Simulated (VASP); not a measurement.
# GaP (F-43m) in VASP: single point with HSE06

Aim: the single point of GaP with HSE06.

All numbers are computed with VASP 6.6.1; they aren't measurements. Logs are shortened: lines on timing, memory, paths and dates and some standing lists are left out, and cuts for length are marked.

## Step 1: The cell of the first run

It takes space group F-43m (No. 216, cubic). The conventional cell has a = 5.506 Å, b = 5.506 Å, c = 5.506 Å, α = 90.00°, β = 90.00°, γ = 90.00°. Within 3.1 Å of Ga (site symmetry -43m) lie 4 P at 2.38 Å. Within 3.1 Å of P (site symmetry -43m) lie 4 Ga at 2.38 Å.

## Step 2: Single point, HSE06

POSCAR

```
GaP
1.0
    0.0000000000      2.7530176874      2.7530176874
    2.7530176874      0.0000000000      2.7530176874
    2.7530176874      2.7530176874      0.0000000000
Ga P
1 1
Direct
    0.0000000000      0.0000000000      0.0000000000
    0.2500000000      0.2500000000      0.2500000000
```

INCAR.step1

```
PREC     = Accurate       # precision mode
ENCUT    = 400            # plane-wave cutoff, eV
EDIFF    = 1E-5           # SCF threshold, eV
ISMEAR   = 0              # smearing method
SIGMA    = 0.01           # smearing width, eV
LREAL    = False          # projectors in reciprocal space
LASPH    = True           # aspherical terms in the spheres
NELM     = 120            # most SCF steps
ALGO     = Normal         # electronic algorithm
ISIF     = 2              # what is computed and relaxed
LWAVE    = True           # write WAVECAR
GGA      = PE             # functional
NBANDS   = 16             # bands
GGA_COMPAT= False
```

INCAR.step2

```
PREC     = Accurate       # precision mode
ENCUT    = 400            # plane-wave cutoff, eV
EDIFF    = 1E-6           # SCF threshold, eV
ISMEAR   = 0              # smearing method
SIGMA    = 0.01           # smearing width, eV
LREAL    = False          # projectors in reciprocal space
LASPH    = True           # aspherical terms in the spheres
NELM     = 120            # most SCF steps
ALGO     = Normal         # electronic algorithm
ISIF     = 2              # what is computed and relaxed
LWAVE    = False          # write WAVECAR
LCHARG   = True           # write CHGCAR
GGA      = PE             # functional
LHFCALC  = True           # exact exchange
HFSCREEN = 0.2079         # screening, 1/A
PRECFOCK = Normal       
LELF     = True           # ELF
LVHAR    = True         
ISTART   = 1            
NBANDS   = 16             # bands
GGA_COMPAT= False
```

KPOINTS

```
Automatic mesh
0
Gamma
  6 6 6
```

Potentials or basis: VASP PAW PBE potentials, release 64 (Ga_d, P).

Run with:

```console
$ cat potpaw_PBE.64/Ga_d/POTCAR potpaw_PBE.64/P/POTCAR > POTCAR
$ cp INCAR.step1 INCAR
$ mpirun -np 1 vasp_std > vasp.out
$ cp INCAR.step2 INCAR
$ mpirun -np 1 vasp_std > vasp.out
```

OUTCAR:

```text
PREC = Accurate
   ENCUT = 400
   EDIFF = 1E-6
   ISMEAR = 0
   LREAL = False
   LASPH = True
   NELM = 120
   ISIF = 2
   GGA = PE
   LHFCALC = True
   HFSCREEN = 0.2079
   PRECFOCK = Normal
   ISTART = 1

 ion  position               nearest neighbor table
   1  0.000  0.000  0.000-   2 2.38   2 2.38   2 2.38   2 2.38
   2  0.250  0.250  0.250-   1 2.38   1 2.38   1 2.38   1 2.38

  LATTYP: Found a face centered cubic cell.
 ALAT       =     5.5060353748

  Lattice vectors:

 A1 = (   0.0000000000,   2.7530176874,   2.7530176874)
 A2 = (   2.7530176874,   0.0000000000,   2.7530176874)
 A3 = (   2.7530176874,   2.7530176874,   0.0000000000)

Analysis of symmetry for initial positions (statically):
=====================================================================
 Subroutine PRICEL returns:
 Original cell was already a primitive cell.

 Routine SETGRP: Setting up the symmetry group for a
 face centered cubic supercell.

 Subroutine GETGRP returns: Found 24 space group operations
 (whereof 24 operations were pure point group operations)
 out of a pool of 48 trial point group operations.

The static configuration has the point symmetry T_d .

Analysis of symmetry for dynamics (positions and initial velocities):
=====================================================================
 Subroutine PRICEL returns:
 Original cell was already a primitive cell.

 Routine SETGRP: Setting up the symmetry group for a
 face centered cubic supercell.

 Subroutine GETGRP returns: Found 24 space group operations
 (whereof 24 operations were pure point group operations)
 out of a pool of 48 trial point group operations.

The dynamic configuration has the point symmetry T_d .

 Subroutine INISYM returns: Found 24 space group operations
 (whereof 24 operations are pure point group operations),
 and found     1 'primitive' translations

----------------------------------------------------------------------------------------

                                     Primitive cell

  volume of cell :      41.7308

  direct lattice vectors                    reciprocal lattice vectors
     0.000000000  2.753017687  2.753017687    -0.181618884  0.181618884  0.181618884
     2.753017687  0.000000000  2.753017687     0.181618884 -0.181618884  0.181618884
     2.753017687  2.753017687  0.000000000     0.181618884  0.181618884 -0.181618884

  length of vectors
     3.893354951  3.893354951  3.893354951     0.314573135  0.314573135  0.314573135

  position of ions in fractional coordinates (direct lattice)
     0.000000000  0.000000000  0.000000000
     0.250000000  0.250000000  0.250000000

  ion indices of the primitive-cell ions
   primitive index   ion index
                 1           1
                 2           2

----------------------------------------------------------------------------------------

 KPOINTS: Automatic mesh

Automatic generation of k-mesh.
 Grid dimensions read from file:
 generate k-points for:    6    6    6

 Generating k-lattice:

  Cartesian coordinates                     Fractional coordinates (reciprocal lattice)
    -0.030269814  0.030269814  0.030269814     0.166666667  0.000000000  0.000000000
     0.030269814 -0.030269814  0.030269814     0.000000000  0.166666667  0.000000000
     0.030269814  0.030269814 -0.030269814     0.000000000  0.000000000  0.166666667

  Length of vectors
     0.052428856  0.052428856  0.052428856

  Shift w.r.t. Gamma in fractional coordinates (k-lattice)
     0.000000000  0.000000000  0.000000000

 Subroutine IBZKPT returns following result:
 ===========================================

 Found     16 irreducible k-points:

 Following reciprocal coordinates:
            Coordinates               Weight
  0.000000  0.000000  0.000000      1.000000
  0.166667  0.000000  0.000000      8.000000
  0.333333  0.000000  0.000000      8.000000
  0.500000  0.000000  0.000000      4.000000
  0.166667  0.166667  0.000000      6.000000
  0.333333  0.166667  0.000000     24.000000
[... 8 lines left out ...]
 -0.333333  0.333333  0.166667     24.000000
 -0.333333  0.500000  0.166667     12.000000
   k-points           NKPTS =     16   k-points in BZ     NKDIM =    216   number of bands    NBANDS=     16
   number of dos      NEDOS =    301   number of ions     NIONS =      2
   total plane-waves  NPLWV =  21952
   dimension x,y,z NGX =    28 NGY =   28 NGZ =   28
   dimension x,y,z NGXF=    56 NGYF=   56 NGZF=   56
   ions per type =               1   1
   NGX,Y,Z   is equivalent  to a cutoff of  11.96, 11.96, 11.96 a.u.
   NGXF,Y,Z  is equivalent  to a cutoff of  23.91, 23.91, 23.91 a.u.
 SYSTEM =  unknown system
   PREC   = accura    normal or accurate (medium, high low for compatibility)
   ISTART =      1    job   : 0-new  1-cont  2-samecut
   ICHARG =      0    charge: 1-file 2-atom 10-const
   ISPIN  =      1    spin polarized calculation?
   LNONCOLLINEAR =      F non collinear calculations
   LSORBIT =      F    spin-orbit coupling
   LASPH  =      T    aspherical Exc in radial PAW
   ENCUT  =  400.0 eV  29.40 Ry    5.42 a.u.   6.35  6.35  6.35*2*pi/ulx,y,z
   NELM   =    120;   NELMIN=  2; NELMDL=  0     # of ELM steps
   EDIFF  = 0.1E-05   stopping-criterion for ELM
   LREAL  =      F    real-space projection
   EDIFFG = 0.1E-04   stopping-criterion for IOM
   NSW    =      0    number of steps for IOM
   IBRION =     -1    ionic relax: 0-MD 1-quasi-New 2-CG
   NFREE  =      0    steps in history (QN), initial steepest desc. (CG)
   ISIF   =      2    stress and relaxation
   ISYM   =      3    0-nonsym 1-usesym 2-fastsym
   POTIM  = 0.5000    time-step for ionic-motion
   TEBEG  =    0.0;   TEEND  =   0.0 temperature during run
   PSTRESS=    0.0 pullay stress
   NELECT =      18.0000    total number of electrons
   NUPDOWN=      -1.0000    fix difference up-down
   EMIN   =  10.00;   EMAX   =-10.00  energy-range for DOS
   EFERMI =   0.00;   METHOD = LEGACY
   ISMEAR =     0;   SIGMA  =   0.01  broadening in eV -4-tet -1-fermi 0-gaus
   EFERMI_NEDOS =   21; number of points for ismear=-14 and -15
   IALGO  =     38    algorithm
   IMIX   =      1    mixing-type and parameters
     AMIX     =   0.40;   BMIX     =  1.00
     AMIX_MAG =   1.60;   BMIX_MAG =  1.00
  volume/ion in A,a.u.               =      20.87       140.81
  Fermi-wavevector in a.u.,A,eV,Ry     =   1.236934  2.337467 20.817005  1.530007
  Thomas-Fermi vector in A             =   2.371522
   LORBIT       =      0    0 simple, 1 ext, 2 COOP (PROOUT), +10 PAW based schemes
   GGA     = PE    functional components
   LHFCALC =     T    Hartree Fock is set to
   PRECFOCK=normal    Normal, Fast or Accurate (Low or Medium for compatibility)
   ENCUT4O =  -1.0   cutoff for four orbital integrals eV
   NKREDX  =     1    reduce k-point grid by
   NKREDY  =     1    reduce k-point grid by
   NKREDZ  =     1    reduce k-point grid by
   AEXX    =    0.2500 exact exchange contribution
   HFSCREEN=    0.2079 screening length (either q_TF or 0.3 A-1)
   HFSCREENC=   0.2079 screening length for correlation (either q_TF or 0.3 A-1)
   ENCUTFOCK=  -1.0 apply spherical cutoff to Coloumb kernel
   IVDW    =     0    specifies the selected vdW correction
   LEPSILON=     F    determine dielectric tensor
   LRPA    =     F    only Hartree local field effects (RPA)
 non-spin polarized calculation
 Gauss-broadening in eV      SIGMA  =   0.01
  energy-cutoff  :      400.00
  volume of cell :       41.73
 maximum number of plane-waves:       769
 NGX is ok and might be reduce to    28
  NGX = 20; NGY = 20; NGZ = 20

 number of electron      18.0000009 magnetization

 Free energy of the ion-electron system (eV)
  ---------------------------------------------------
  ext. energy  EPLUGINS =         0.00000000
  ---------------------------------------------------
  free energy    TOTEN  =       -10.77102251 eV

  energy without entropy =      -10.77102251  energy(sigma->0) =      -10.77102251

 E-fermi :   3.9654     XC(G=0):  -8.0490

 val. band max:        3.9142834263   @ k =   0.0000   0.0000   0.0000
 cond. band min:       6.2670910801   @ k =   0.5000   0.5000   0.0000
 fundamental gap:      2.3528076539
 Fermi energy:         3.9654236784

 k-point     1 :       0.0000    0.0000    0.0000
  band No.  band energies     occupation
      1     -13.1056      2.00000
      2     -13.1056      2.00000
      3     -13.1056      2.00000
      4     -13.0130      2.00000
      5     -13.0130      2.00000
      6      -9.6282      2.00000
[... 8 lines left out ...]
     15      14.7618      0.00000
     16      14.7618      0.00000

 k-point     2 :       0.1667    0.0000    0.0000
  band No.  band energies     occupation
      1     -13.1187      2.00000
      2     -13.0992      2.00000
      3     -13.0992      2.00000
      4     -13.0131      2.00000
      5     -13.0131      2.00000
      6      -9.2606      2.00000
[... 8 lines left out ...]
     15      13.8824      0.00000
     16      14.9165      0.00000

 k-point     3 :       0.3333    0.0000    0.0000
  band No.  band energies     occupation
      1     -13.1438      2.00000
      2     -13.0884      2.00000
      3     -13.0884      2.00000
      4     -13.0109      2.00000
      5     -13.0109      2.00000
      6      -8.2796      2.00000
[... 8 lines left out ...]
     15      14.6075      0.00000
     16      14.6075      0.00000

 k-point     4 :       0.5000    0.0000    0.0000
  band No.  band energies     occupation
      1     -13.1558      2.00000
      2     -13.0843      2.00000
      3     -13.0843      2.00000
      4     -13.0083      2.00000
      5     -13.0083      2.00000
      6      -7.5026      2.00000
[... 8 lines left out ...]
     15      16.7956      0.00000
     16      16.7956      0.00000

 k-point     5 :       0.1667    0.1667    0.0000
  band No.  band energies     occupation
      1     -13.1294      2.00000
      2     -13.0929      2.00000
      3     -13.0929      2.00000
      4     -13.0189      2.00000
      5     -13.0087      2.00000
      6      -9.1370      2.00000
[... 8 lines left out ...]
     15      15.2215      0.00000
     16      15.7584      0.00000

 k-point     6 :       0.3333    0.1667    0.0000
  band No.  band energies     occupation
      1     -13.1492      2.00000
      2     -13.0832      2.00000
      3     -13.0806      2.00000
      4     -13.0217      2.00000
      5     -13.0056      2.00000
      6      -8.3444      2.00000
[... 8 lines left out ...]
     15      15.7612      0.00000
     16      16.5544      0.00000
[... 115 lines left out ...]
 k-point    13 :       0.5000    0.5000    0.0000
  band No.  band energies     occupation
      1     -13.1890      2.00000
      2     -13.0521      2.00000
      3     -13.0521      2.00000
      4     -13.0401      2.00000
      5     -12.9959      2.00000
      6      -6.5703      2.00000
[... 8 lines left out ...]
     15      17.5817      0.00000
     16      18.0320      0.00000

 k-point    14 :       0.5000    0.3333    0.1667
  band No.  band energies     occupation
      1     -13.1630      2.00000
      2     -13.0769      2.00000
      3     -13.0678      2.00000
      4     -13.0243      2.00000
      5     -13.0048      2.00000
      6      -7.4713      2.00000
[... 8 lines left out ...]
     15      16.8404      0.00000
     16      18.4005      0.00000

 k-point    15 :      -0.3333    0.3333    0.1667
  band No.  band energies     occupation
      1     -13.1667      2.00000
      2     -13.0767      2.00000
      3     -13.0619      2.00000
      4     -13.0220      2.00000
      5     -13.0073      2.00000
      6      -6.8142      2.00000
[... 8 lines left out ...]
     15      17.5249      0.00000
     16      17.8464      0.00000

 k-point    16 :      -0.3333    0.5000    0.1667
  band No.  band energies     occupation
      1     -13.1765      2.00000
      2     -13.0678      2.00000
      3     -13.0544      2.00000
      4     -13.0303      2.00000
      5     -13.0028      2.00000
      6      -6.5079      2.00000
[... 8 lines left out ...]
     15      17.0496      0.00000
     16      18.7501      0.00000

------------------------ aborting loop because EDIFF is reached ----------------------------------------

  FORCE on cell =-STRESS in cart. coord.  units (eV):
  Direction    XX          YY          ZZ          XY          YZ          ZX
  --------------------------------------------------------------------------------------
  -------------------------------------------------------------------------------------
  Total       -0.5800771     -0.5800771     -0.5800771     -0.0000000      0.0000000      0.0000000
  in kB      -22.2709800    -22.2709800    -22.2709800     -0.0000000      0.0000000      0.0000000
  external PRESSURE =     -22.2709800 kB  Pullay stress =       0.0000000 kB

 VOLUME and BASIS-vectors are now :
 -----------------------------------------------------------------------------
  energy-cutoff  :      400.00
  volume of cell :       41.73
      direct lattice vectors                 reciprocal lattice vectors
     0.000000000  2.753017687  2.753017687    -0.181618884  0.181618884  0.181618884
     2.753017687  0.000000000  2.753017687     0.181618884 -0.181618884  0.181618884
     2.753017687  2.753017687  0.000000000     0.181618884  0.181618884 -0.181618884

 POSITION                                       TOTAL-FORCE (eV/Angst)
 -----------------------------------------------------------------------------------
      0.00000      0.00000      0.00000        -0.000000     -0.000000     -0.000000
      1.37651      1.37651      1.37651         0.000000      0.000000      0.000000
 -----------------------------------------------------------------------------------
    total drift:                                0.000039      0.000038      0.000025

  FREE ENERGIE OF THE ION-ELECTRON SYSTEM (eV)
  ---------------------------------------------------
  free  energy   TOTEN  =       -10.7710225070 eV

  energy  without entropy=      -10.7710225070  energy(sigma->0) =      -10.77102251
```

Wall time 43 min (1 thread of AMD EPYC 7R43 (Zen 3), shared host); peak memory 0.23 GiB.

Results:

```yaml
Free_energy: -10.7710 eV
Pressure: -2.2 GPa
Band_gap_on_the_k_mesh: 2.35 eV (least direct gap 2.52 eV)
```

Levels at points of the mesh, in eV from the valence-band top:
```csv
k point,band 7,band 8,band 9,band 10,band 11,band 12
"(0.00, 0.00, 0.00)",0.00,0.00,0.00,2.52,4.77,4.77
"(0.50, 0.00, 0.00)",-7.05,-1.17,-1.17,2.40,5.62,5.62
"(0.50, 0.50, 0.00)",-7.18,-2.81,-2.81,2.35,2.59,11.81
```

Caveat: the PAW data sets were made with another functional, which shifts forces and pressure a little. A k mesh can miss the band edges.
